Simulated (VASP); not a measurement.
# In (P6_3/mmc) in VASP: notebook

In is run at these levels: PBE+D3(BJ); tasks: single point.

Everything below comes from runs of VASP 6.6.1. Logs are shortened: lines on timing, memory, paths and dates and some standing lists are left out, and cuts for length are marked.

### Step 1. The cell of the first run

It takes space group P6_3/mmc (No. 194, hexagonal). The conventional cell has a = 3.261 Å, b = 3.261 Å, c = 5.357 Å, α = 90.00°, β = 90.00°, γ = 120.00°. In (site symmetry -6m2) has 12 In at 3.26 to 3.27 Å within 4.3 Å.

This isn't the form of In at room conditions, which is tetragonal.

### Step 2. Single point, PBE+D3(BJ) (24.66 Å³/atom)

Input file INCAR:

```
PREC = Accurate
ENCUT = 520
EDIFF = 1E-6
ISMEAR = 0
SIGMA = 0.1
LREAL = F
LASPH = T
NELM = 60
ALGO = Fast
ISIF = 2
LWAVE = F
LCHARG = F
GGA = PE
IVDW = 12
NBANDS = 20
```

Input file KPOINTS:

```
Automatic mesh
0
Gamma
  15 15 8
```

Input file POSCAR:

```
In
1.0
    3.2608149621      0.0000000000      0.0000000000
   -1.6304074811      2.8239485942      0.0000000000
    0.0000000000      0.0000000000      5.3567848048
In
2
Direct
    0.3333333333      0.6666666667      0.2500000000
    0.6666666667      0.3333333333      0.7500000000
```

Potentials or basis: VASP PAW PBE potentials, release 64 (In_d).

Started as:

```
$ cat potpaw_PBE.64/In_d/POTCAR > POTCAR
$ mpirun -np 1 vasp_std > vasp.out
```

OUTCAR:

```text
PREC = Accurate
   ENCUT = 520
   EDIFF = 1E-6
   ISMEAR = 0
   LREAL = F
   LASPH = T
   NELM = 60
   ISIF = 2
   GGA = PE
   IVDW = 12
 IVDW          = 12

 ion  position               nearest neighbor table
   1  0.333  0.667  0.250-   2 3.27   2 3.27   2 3.27   2 3.27   2 3.27   2 3.27
   2  0.667  0.333  0.750-   1 3.27   1 3.27   1 3.27   1 3.27   1 3.27   1 3.27

  LATTYP: Found a hexagonal cell.
 ALAT       =     3.2608149621
 C/A-ratio  =     1.6427748483

  Lattice vectors:

 A1 = (   3.2608149621,   0.0000000000,   0.0000000000)
 A2 = (  -1.6304074811,   2.8239485942,   0.0000000000)
 A3 = (   0.0000000000,   0.0000000000,   5.3567848048)

Analysis of symmetry for initial positions (statically):
=====================================================================
 Subroutine PRICEL returns:
 Original cell was already a primitive cell.

 Routine SETGRP: Setting up the symmetry group for a
 hexagonal supercell.

 Subroutine GETGRP returns: Found 24 space group operations
 (whereof 12 operations were pure point group operations)
 out of a pool of 24 trial point group operations.

The static configuration has the point symmetry D_3d.
 The point group associated with its full space group is D_6h.

Analysis of symmetry for dynamics (positions and initial velocities):
=====================================================================
 Subroutine PRICEL returns:
 Original cell was already a primitive cell.

 Routine SETGRP: Setting up the symmetry group for a
 hexagonal supercell.

 Subroutine GETGRP returns: Found 24 space group operations
 (whereof 12 operations were pure point group operations)
 out of a pool of 24 trial point group operations.

The dynamic configuration has the point symmetry D_3d.
 The point group associated with its full space group is D_6h.

 Subroutine INISYM returns: Found 24 space group operations
 (whereof 12 operations are pure point group operations),
 and found     1 'primitive' translations

----------------------------------------------------------------------------------------

                                     Primitive cell

  volume of cell :      49.3273

  direct lattice vectors                    reciprocal lattice vectors
     3.260814962  0.000000000  0.000000000     0.306671802  0.177057047  0.000000000
    -1.630407481  2.823948594  0.000000000     0.000000000  0.354114095  0.000000000
     0.000000000  0.000000000  5.356784805     0.000000000  0.000000000  0.186679144

  length of vectors
     3.260814962  3.260814962  5.356784805     0.354114095  0.354114095  0.186679144

  position of ions in fractional coordinates (direct lattice)
     0.333333333  0.666666667  0.250000000
     0.666666667  0.333333333  0.750000000

  ion indices of the primitive-cell ions
   primitive index   ion index
                 1           1
                 2           2

----------------------------------------------------------------------------------------

 KPOINTS: Automatic mesh

Automatic generation of k-mesh.
 Grid dimensions read from file:
 generate k-points for:   15   15    8

 Generating k-lattice:

  Cartesian coordinates                     Fractional coordinates (reciprocal lattice)
     0.020444787  0.011803803  0.000000000     0.066666667 -0.000000000  0.000000000
     0.000000000  0.023607606  0.000000000     0.000000000  0.066666667  0.000000000
     0.000000000  0.000000000  0.023334893     0.000000000  0.000000000  0.125000000

  Length of vectors
     0.023607606  0.023607606  0.023334893

  Shift w.r.t. Gamma in fractional coordinates (k-lattice)
     0.000000000  0.000000000  0.000000000

 Subroutine IBZKPT returns following result:
 ===========================================

 Found    135 irreducible k-points:

 Following reciprocal coordinates:
            Coordinates               Weight
  0.000000  0.000000  0.000000      1.000000
  0.066667  0.000000  0.000000      6.000000
  0.133333 -0.000000  0.000000      6.000000
  0.200000 -0.000000  0.000000      6.000000
  0.266667 -0.000000  0.000000      6.000000
  0.333333 -0.000000  0.000000      6.000000
[... 16 lines left out ...]
  0.333333  0.200000  0.000000     12.000000
  0.400000  0.200000  0.000000      6.000000
 [... further k-points ...]
   k-points           NKPTS =    135   k-points in BZ     NKDIM =    135   number of bands    NBANDS=     20
   number of dos      NEDOS =    301   number of ions     NIONS =      2
   total plane-waves  NPLWV =  23040
   dimension x,y,z NGX =    24 NGY =   24 NGZ =   40
   dimension x,y,z NGXF=    48 NGYF=   48 NGZF=   80
   ions per type =               2
   NGX,Y,Z   is equivalent  to a cutoff of  12.24, 12.24, 12.41 a.u.
   NGXF,Y,Z  is equivalent  to a cutoff of  24.47, 24.47, 24.83 a.u.
 SYSTEM =  unknown system
   PREC   = accura    normal or accurate (medium, high low for compatibility)
   ISTART =      0    job   : 0-new  1-cont  2-samecut
   ICHARG =      2    charge: 1-file 2-atom 10-const
   ISPIN  =      1    spin polarized calculation?
   LNONCOLLINEAR =      F non collinear calculations
   LSORBIT =      F    spin-orbit coupling
   LASPH  =      T    aspherical Exc in radial PAW
   ENCUT  =  520.0 eV  38.22 Ry    6.18 a.u.   6.06  6.06  9.96*2*pi/ulx,y,z
   NELM   =     60;   NELMIN=  2; NELMDL= -5     # of ELM steps
   EDIFF  = 0.1E-05   stopping-criterion for ELM
   LREAL  =      F    real-space projection
   EDIFFG = 0.1E-04   stopping-criterion for IOM
   NSW    =      0    number of steps for IOM
   IBRION =     -1    ionic relax: 0-MD 1-quasi-New 2-CG
   NFREE  =      0    steps in history (QN), initial steepest desc. (CG)
   ISIF   =      2    stress and relaxation
   ISYM   =      2    0-nonsym 1-usesym 2-fastsym
   POTIM  = 0.5000    time-step for ionic-motion
   TEBEG  =    0.0;   TEEND  =   0.0 temperature during run
   PSTRESS=    0.0 pullay stress
   NELECT =      26.0000    total number of electrons
   NUPDOWN=      -1.0000    fix difference up-down
   EMIN   =  10.00;   EMAX   =-10.00  energy-range for DOS
   EFERMI =   0.00;   METHOD = LEGACY
   ISMEAR =     0;   SIGMA  =   0.10  broadening in eV -4-tet -1-fermi 0-gaus
   EFERMI_NEDOS =   21; number of points for ismear=-14 and -15
   IALGO  =     68    algorithm
   IMIX   =      4    mixing-type and parameters
     AMIX     =   0.40;   BMIX     =  1.00
     AMIX_MAG =   1.60;   BMIX_MAG =  1.00
  volume/ion in A,a.u.               =      24.66       166.44
  Fermi-wavevector in a.u.,A,eV,Ry     =   1.322423  2.499016 23.793886  1.748801
  Thomas-Fermi vector in A             =   2.452105
   LORBIT       =      0    0 simple, 1 ext, 2 COOP (PROOUT), +10 PAW based schemes
   GGA     = PE    functional components
   LHFCALC =     F    Hartree Fock is set to
   AEXX    =    0.0000 exact exchange contribution
   IVDW    =    12    specifies the selected vdW correction
   LEPSILON=     F    determine dielectric tensor
   LRPA    =     F    only Hartree local field effects (RPA)
 non-spin polarized calculation
 RMM-DIIS sequential band-by-band and
 Gauss-broadening in eV      SIGMA  =   0.10
  energy-cutoff  :      520.00
  volume of cell :       49.33
 maximum number of plane-waves:      1350
   NGX = 13   NGY = 13   NGZ = 19

 number of electron      26.0000026 magnetization

 Free energy of the ion-electron system (eV)
  ---------------------------------------------------
  ext. energy  EPLUGINS =         0.00000000
  ---------------------------------------------------
  free energy    TOTEN  =        -5.02190866 eV

  energy without entropy =       -5.01707453  energy(sigma->0) =       -5.01949159

 E-fermi :   8.2362     XC(G=0): -10.5375

 val. band max:        8.2248448080   @ k =   0.2667   0.2667   0.3750
 cond. band min:       8.2528560491   @ k =   0.3333  -0.0000   0.1250
 fundamental gap:      0.0280112411
 Fermi energy:         8.2362069303

 k-point     1 :       0.0000    0.0000    0.0000
  band No.  band energies     occupation
      1      -6.5796      2.00000
      2      -6.4940      2.00000
      3      -6.4572      2.00000
      4      -6.4572      2.00000
      5      -6.4232      2.00000
      6      -6.4232      2.00000
[... 12 lines left out ...]
     19      19.2565      0.00000
     20      19.9505      0.00000

 k-point     2 :       0.0667    0.0000    0.0000
  band No.  band energies     occupation
      1      -6.5716      2.00000
      2      -6.4987      2.00000
      3      -6.4478      2.00000
      4      -6.4422      2.00000
      5      -6.4230      2.00000
      6      -6.4090      2.00000
[... 12 lines left out ...]
     19      20.0767      0.00000
     20      20.3589      0.00000

 k-point     3 :       0.1333   -0.0000    0.0000
  band No.  band energies     occupation
      1      -6.5666      2.00000
      2      -6.4981      2.00000
      3      -6.4373      2.00000
      4      -6.4039      2.00000
      5      -6.3997      2.00000
      6      -6.3817      2.00000
[... 12 lines left out ...]
     19      19.7391      0.00000
     20      20.3348      0.00000

 k-point     4 :       0.2000   -0.0000    0.0000
  band No.  band energies     occupation
      1      -6.5936      2.00000
      2      -6.4749      2.00000
      3      -6.4382      2.00000
      4      -6.4224      2.00000
      5      -6.3942      2.00000
      6      -6.3500      2.00000
[... 12 lines left out ...]
     19      19.2036      0.00000
     20      20.2755      0.00000

 k-point     5 :       0.2667   -0.0000    0.0000
  band No.  band energies     occupation
      1      -6.6339      2.00000
      2      -6.4826      2.00000
      3      -6.4740      2.00000
      4      -6.4190      2.00000
      5      -6.4035      2.00000
      6      -6.2838      2.00000
[... 12 lines left out ...]
     19      18.4521      0.00000
     20      19.7554      0.00000

 k-point     6 :       0.3333   -0.0000    0.0000
  band No.  band energies     occupation
      1      -6.6732      2.00000
      2      -6.5270      2.00000
      3      -6.5036      2.00000
      4      -6.4414      2.00000
      5      -6.3608      2.00000
      6      -6.2968      2.00000
[... 12 lines left out ...]
     19      17.7954      0.00000
     20      19.2234      0.00000

 k-point     7 :       0.4000   -0.0000    0.0000
  band No.  band energies     occupation
      1      -6.7037      2.00000
      2      -6.5699      2.00000
      3      -6.5222      2.00000
      4      -6.4582      2.00000
      5      -6.3278      2.00000
      6      -6.3210      2.00000
[... 12 lines left out ...]
     19      17.3270      0.00000
     20      18.8561      0.00000
[... 277 lines left out ...]
 k-point    20 :       0.4000    0.1333    0.0000
  band No.  band energies     occupation
      1      -6.6550      2.00000
      2      -6.6035      2.00000
      3      -6.4803      2.00000
      4      -6.4567      2.00000
      5      -6.3413      2.00000
      6      -6.3150      2.00000
[... 12 lines left out ...]
     19      16.5102      0.00000
     20      18.7376      0.00000

 k-point    21 :       0.2000    0.2000    0.0000
  band No.  band energies     occupation
      1      -6.5394      2.00000
      2      -6.5344      2.00000
      3      -6.5324      2.00000
      4      -6.4482      2.00000
      5      -6.3533      2.00000
      6      -6.3035      2.00000
[... 12 lines left out ...]
     19      16.3716      0.00000
     20      20.9519      0.00000

 k-point    22 :       0.2667    0.2000    0.0000
  band No.  band energies     occupation
      1      -6.5769      2.00000
      2      -6.5612      2.00000
      3      -6.4872      2.00000
      4      -6.4506      2.00000
      5      -6.3361      2.00000
      6      -6.3210      2.00000
[... 12 lines left out ...]
     19      15.6576      0.00000
     20      20.9989      0.00000

 k-point    23 :       0.3333    0.2000    0.0000
  band No.  band energies     occupation
      1      -6.6059      2.00000
      2      -6.5782      2.00000
      3      -6.4488      2.00000
      4      -6.4462      2.00000
      5      -6.3455      2.00000
      6      -6.3207      2.00000
[... 12 lines left out ...]
     19      15.3103      0.00000
     20      20.8319      0.00000

 k-point    24 :       0.4000    0.2000    0.0000
  band No.  band energies     occupation
      1      -6.6161      2.00000
      2      -6.5843      2.00000
      3      -6.4425      2.00000
      4      -6.4349      2.00000
      5      -6.3562      2.00000
      6      -6.3076      2.00000
[... 12 lines left out ...]
     19      15.2039      0.00000
     20      20.7704      0.00000

 [... further k-points ...]

------------------------ aborting loop because EDIFF is reached ----------------------------------------

 Edisp (eV)   -0.71871

 E8    (eV) :    -0.3589

  FORCE on cell =-STRESS in cart. coord.  units (eV):
  Direction    XX          YY          ZZ          XY          YZ          ZX
  --------------------------------------------------------------------------------------
  -------------------------------------------------------------------------------------
  Total       0.87893     0.87893     0.92035    -0.00000    -0.00000     0.00000
  in kB      28.54811    28.54811    29.89352    -0.00000    -0.00000     0.00000
  external pressure =       29.00 kB  Pullay stress =        0.00 kB

 VOLUME and BASIS-vectors are now :
 -----------------------------------------------------------------------------
  energy-cutoff  :      520.00
  volume of cell :       49.33
      direct lattice vectors                 reciprocal lattice vectors
     3.260814962  0.000000000  0.000000000     0.306671802  0.177057047  0.000000000
    -1.630407481  2.823948594  0.000000000     0.000000000  0.354114095  0.000000000
     0.000000000  0.000000000  5.356784805     0.000000000  0.000000000  0.186679144

 POSITION                                       TOTAL-FORCE (eV/Angst)
 -----------------------------------------------------------------------------------
     -0.00000      1.88263      1.33920        -0.000000      0.000000      0.000000
      1.63041      0.94132      4.01759         0.000000     -0.000000      0.000000
 -----------------------------------------------------------------------------------
    total drift:                               -0.000000      0.000000     -0.000000

  FREE ENERGIE OF THE ION-ELECTRON SYSTEM (eV)
  ---------------------------------------------------
  free  energy   TOTEN  =        -5.7406185282 eV

  energy  without entropy=       -5.7357843928  energy(sigma->0) =       -5.73820146
```

Wall time 68 s (1 thread of Intel Xeon Platinum 8488C (Sapphire Rapids), shared host); peak memory 0.24 GiB.

What came out:

| Property | Result |
| --- | --- |
| Free energy | -5.7406 eV |
| Pressure | 2.9 GPa |
| Band gap on the k mesh | zero (bands 13 and 14 overlap by 6.67 eV) |
| Dispersion energy per atom | -0.359 eV |

Stress tensor (GPa, compression positive):
```
2.85 0.00 0.00
0.00 2.85 0.00
0.00 0.00 2.99
```

Caveat: spin-orbit coupling is left out, which moves the levels of the heavy elements.

(Part 1 of 2 ends here.)

The gap in the log of VASP goes by the Fermi energy; the results here count the filled bands.